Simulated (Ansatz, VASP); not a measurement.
MgCd2Se3: VASP beside Ansatz

Contents of INCAR:

```
SYSTEM = MgCd2Se3
ALGO     = Normal         ! electronic algorithm
EDIFF    = 1E-6           ! SCF threshold, eV
EDIFFG   = -0.01          ! ionic threshold
ENCUT    = 600            ! plane-wave cutoff, eV
GGA      = PE             ! functional
IBRION   = 2              ! ionic algorithm
ISIF     = 3              ! what is computed and relaxed
ISMEAR   = 0              ! smearing method
LASPH    = .TRUE.         ! aspherical terms in the spheres
LCHARG   = .FALSE.        ! write CHGCAR
LREAL    = .FALSE.        ! projectors in reciprocal space
LWAVE    = .FALSE.        ! write WAVECAR
NELM     = 60             ! most SCF steps
NSW      = 100            ! ionic steps
PREC     = Accurate       ! precision mode
SIGMA    = 0.02           ! smearing width, eV
```

Contents of KPOINTS:

```
k-points
0
G
  6 6 2
  0 0 0
```

File POSCAR:

```
MgCd2Se3
1.0
    4.3435967000      0.0000000000      0.0000000000
   -2.1717984000      3.7616651000      0.0000000000
    0.0000000000      0.0000000000     21.1619990000
Mg Cd Se
2 4 6
Direct
    0.0000000000      0.0000000000      0.1691190000
    0.6666667000      0.3333333000      0.3283900000
    0.0000000000      0.0000000000      0.4950000000
    0.0000000000      0.0000000000      0.8353790000
    0.6666667000      0.3333333000      0.6651300000
    0.6666667000      0.3333333000      0.0059280000
    0.0000000000      0.0000000000      0.2918930000
    0.0000000000      0.0000000000      0.6219270000
    0.0000000000      0.0000000000      0.9624150000
    0.6666667000      0.3333333000      0.1328690000
    0.6666667000      0.3333333000      0.4515130000
    0.6666667000      0.3333333000      0.7921570000
```

Input for Ansatz:

```yaml
crystal:
  lattice:
    - [4.3435967, 0.0, 0.0]
    - [-2.1717984, 3.7616651, 0.0]
    - [0.0, 0.0, 21.161999]
  atoms:
    - { symbol: Mg, position: [0.0, 0.0, 0.169119] }
    - { symbol: Mg, position: [0.6666667, 0.3333333, 0.32839] }
    - { symbol: Cd, position: [0.0, 0.0, 0.495] }
    - { symbol: Cd, position: [0.0, 0.0, 0.835379] }
    - { symbol: Cd, position: [0.6666667, 0.3333333, 0.66513] }
    - { symbol: Cd, position: [0.6666667, 0.3333333, 0.005928] }
    - { symbol: Se, position: [0.0, 0.0, 0.291893] }
    - { symbol: Se, position: [0.0, 0.0, 0.621927] }
    - { symbol: Se, position: [0.0, 0.0, 0.962415] }
    - { symbol: Se, position: [0.6666667, 0.3333333, 0.132869] }
    - { symbol: Se, position: [0.6666667, 0.3333333, 0.451513] }
    - { symbol: Se, position: [0.6666667, 0.3333333, 0.792157] }
basis:
  ecutwfc: 420
kpoints:
  mp_grid: { grid: [6, 6, 2] }
hamiltonian:
  xc: pbe
scf:
  occupations: { method: gaussian, width: 0.02 }
output:
  forces: true
  stress: true
  eigenvalues: true
  write_density: true
  write_potential: true
  elf: true
  volumetric_format: npy
relax:
  adjacent_minimum: "off"
  f_tol: 0.01
  max_steps: 80
  cell: { stress_tol: 0.05 }
```

Alike in both runs: task relaxation of cell and atoms; functional PBE; k mesh 6 × 6 × 2; occupations gaussian, width 0.02 eV; no spin polarisation.

|  | VASP | Ansatz |
| --- | --- | --- |
| version | VASP 6.6.1 | Ansatz 0.2.0 |
| potentials or method | VASP PAW PBE potentials, release 64 (Mg, Cd, Se), cutoff 600 eV | scalar-relativistic, plane waves, PAW |
| valence electrons in the cell | 88 | 196 |

Ansatz gave:

| Property | Result |
| --- | --- |
| gap on the k mesh at the Fermi level, each at its own relaxed structure (eV) | 0.91 |
| relaxed volume (Å³/atom) | 28.81 |
| relaxed length of the cell vector where the two differ most in proportion (Å) | 21.162 |

Question: Which values does VASP return?

Answer: gap on the k mesh at the Fermi level, each at its own relaxed structure (eV): 0.90; relaxed volume (Å³/atom): 28.88; relaxed length of the cell vector where the two differ most in proportion (Å): 21.187.

VASP's potentials hold 88 valence electrons a cell and Ansatz's 196, so a difference there can come from the potentials and not from the codes. Ansatz's warnings: level index not settled.
